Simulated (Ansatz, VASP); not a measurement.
One calculation of Si5Ge, two programs

Contents of INCAR:

```
SYSTEM = Si5Ge
PREC = Accurate
ENCUT = 600
EDIFF = 1E-7
ISMEAR = 0
SIGMA = 0.1
LREAL = .FALSE.
LASPH = .TRUE.
NELM = 80
ALGO = Normal
ISIF = 3
LWAVE = .FALSE.
LCHARG = .FALSE.
GGA = PE
IBRION = 2
NSW = 90
EDIFFG = -0.04
```

KPOINTS

```
Automatic mesh
0
G
  6 6 4
  0 0 0
```

File POSCAR:

```
Si5Ge
1.0
    1.8739356001     -6.5228774427      0.0000000000
    1.8739356001      6.5228774427      0.0000000000
    0.0000000000      0.0000000000      3.7711083086
Si Ge
5 1
Direct
    0.3259881490      0.6740118510      0.0000000000
    0.6740118510      0.3259881490      0.0000000000
    0.5000000000      0.5000000000      0.5000000000
    0.8270461940      0.1729538060      0.5000000000
    0.1729538060      0.8270461940      0.5000000000
    0.0000000000      0.0000000000      0.0000000000
```

Input for Ansatz:

```yaml
crystal:
  lattice:
    - [1.8739356001, -6.5228774427, 0.0]
    - [1.8739356001, 6.5228774427, 0.0]
    - [0.0, 0.0, 3.7711083086]
  atoms:
    - { symbol: Si, position: [0.325988149, 0.674011851, 0.0] }
    - { symbol: Si, position: [0.674011851, 0.325988149, 0.0] }
    - { symbol: Si, position: [0.5, 0.5, 0.5] }
    - { symbol: Si, position: [0.827046194, 0.172953806, 0.5] }
    - { symbol: Si, position: [0.172953806, 0.827046194, 0.5] }
    - { symbol: Ge, position: [0.0, 0.0, 0.0] }
basis:
  ecutwfc: 420
kpoints:
  mp_grid: { grid: [6, 6, 4] }
hamiltonian:
  xc: pbe
scf:
  occupations: { method: gaussian, width: 0.1 }
  lower_state_search: "off"
output:
  forces: true
  stress: true
  eigenvalues: true
relax:
  adjacent_minimum: "off"
  f_tol: 0.04
  max_steps: 70
  cell: { stress_tol: 0.4 }
```

Change from the starting cell: species swapped into the HfPd5 type (Cmmm, No. 65).

Alike in both runs: task relaxation of cell and atoms; functional PBE; k mesh 6 × 6 × 4; occupations gaussian, width 0.1 eV; no spin polarisation.

|  | VASP | Ansatz |
| --- | --- | --- |
| version | VASP 6.6.1 | Ansatz 0.2.0 |
| potentials or method | VASP PAW PBE potentials, release 64 (Si, Ge_d), cutoff 600 eV | scalar-relativistic, plane waves, PAW |
| valence electrons in the cell | 34 | 34 |

VASP gave:

```
gap on the k mesh at the Fermi level, each at its own relaxed structure (eV) : none
relaxed volume (Å³/atom)                                                     : 15.55
relaxed cell length with the largest relative difference (Å)                 : 6.804
```

Task: Estimate Ansatz's values.

Result: gap on the k mesh at the Fermi level, each at its own relaxed structure (eV): none; relaxed volume (Å³/atom): 15.50; relaxed cell length with the largest relative difference (Å): 6.795.

A gap of «none» marks a metal or a gap that the smearing closes.

The k mesh is coarse, so the values compare programs but aren't converged.
